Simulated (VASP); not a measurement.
Write the native input for VASP 6.6.1 that does the following.

| Property | Result |
| --- | --- |
| Task | single point |
| Functional | HSE06 |
| Potentials or basis | VASP PAW PBE potentials, release 64 (Hf_pv, N) |
| Cutoff | 520 eV |
| k mesh | 5 × 5 × 4 |
| Occupations | fermi-dirac, width 0.05 eV |
| Spin | no spin polarisation |
| Dipole correction | no |
| Grid for exact exchange (PRECFOCK) | Normal |
| Further INCAR settings | ALGO = Normal; EDIFF = 1e-06; NBANDS = 14 |
| Share of exact exchange | 0.25 |
| Screening parameter | 0.2079 1/Å |

Crystal: HfN.

```
Hf N
1.0
     3.43321    0.00000    0.00000
    -1.71660    2.97324    0.00000
     0.00000    0.00000    3.96982
Hf N
1 1
Direct
  0.00000 0.00000 0.50000
  0.00000 0.00000 0.00000
```

One way to write it, as run:

POSCAR

```
HfN
1.0
    3.4332100000      0.0000000000      0.0000000000
   -1.7166000000      2.9732400000      0.0000000000
    0.0000000000      0.0000000000      3.9698200000
Hf N
1 1
Direct
    0.0000000000      0.0000000000      0.5000000000
    0.0000000000      0.0000000000      0.0000000000
```

INCAR.step1

```
SYSTEM = HfN
  PREC = Accurate
  ENCUT = 520
  EDIFF = 1E-5
  ISMEAR = -1
  SIGMA = 0.05
  LREAL = .FALSE.
  LASPH = .TRUE.
  NELM = 100
  ALGO = Normal
  ISIF = 2
  LWAVE = .TRUE.
  NBANDS = 14
  GGA = PE
```

INCAR.step2

```
SYSTEM = HfN
  PREC = Accurate
  ENCUT = 520
  EDIFF = 1E-6
  ISMEAR = -1
  SIGMA = 0.05
  LREAL = .FALSE.
  LASPH = .TRUE.
  NELM = 100
  ALGO = Normal
  ISIF = 2
  LWAVE = .FALSE.
  LCHARG = .TRUE.
  GGA = PE
  LHFCALC = .TRUE.
  HFSCREEN = 0.2079
  PRECFOCK = Normal
  LELF = .TRUE.
  LVHAR = .TRUE.
  NBANDS = 14
  ISTART = 1
```

KPOINTS

```
regular mesh
0
G
  5 5 4
  0 0 0
```

Potentials or basis: VASP PAW PBE potentials, release 64 (Hf_pv, N).

The run is started by

```console
$ cat potpaw_PBE.64/Hf_pv/POTCAR potpaw_PBE.64/N/POTCAR > POTCAR
$ cp INCAR.step1 INCAR
$ mpirun -np 1 vasp_std > vasp.out
$ cp INCAR.step2 INCAR
$ mpirun -np 1 vasp_std > vasp.out
```

It gave:

```yaml
Pressure: -1.3 GPa
Band_gap_on_the_k_mesh: zero (an odd number of electrons rules out a gap without spin polarisation)
```

Caveat: the k points lie up to 0.42 Å⁻¹ apart, too coarse for converged energies and pressures of a metal; the PAW data sets were made with another functional, which shifts forces and pressure a little; spin-orbit coupling is left out, which moves the levels of the heavy elements.

Run time: 18 min on 1 thread of Intel(R) Xeon(R) Platinum 8488C (Sapphire Rapids), with other jobs on the host, peak memory 0.27 GiB.
